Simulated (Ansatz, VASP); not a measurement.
# Two plane-wave programs on SiPdRu5

```xyz
7
Lattice="0.0000 4.3108 4.3108 4.3108 0.0000 4.3108 4.3108 4.3108 0.0000" Properties=species:S:1:pos:R:3 pbc="T T T"
Si    6.4662    6.4662    6.4662
Ru    0.8383    0.8383    0.8383
Ru    3.4725    3.4725    0.8383
Ru    3.4725    0.8383    3.4725
Ru    0.8383    3.4725    3.4725
Ru    4.3108    4.3108    4.3108
Pd    2.1554    2.1554    2.1554
```

Alike in both runs: functional PBE; k mesh 4 × 4 × 4; occupations gaussian, width 0.2 eV; no spin polarisation.

Ansatz relaxed the structure, and its values are those at the end. VASP's run is a single point on that final structure, the one shown.

|  | VASP | Ansatz |
| --- | --- | --- |
| version | VASP 6.6.1 | Ansatz 0.2.0 |
| potentials or method | VASP PAW PBE potentials, release 64 (Si, Ru_sv, Pd_sv_GW), cutoff 630 eV | scalar-relativistic, plane waves, PAW |
| valence electrons in the cell | 102 | 102 |

|  | VASP | Ansatz | Ansatz less VASP |
| --- | --- | --- | --- |
| gap on the k mesh at the Fermi level (eV) | none | none | - |
| pressure (GPa) | -0.2 | -0.1 | +0.11 |
| rms of the force components (eV/Å) | 0.019 | 0.012 | -0.0075 |

A gap of «none» marks a metal or a gap that the smearing closes.
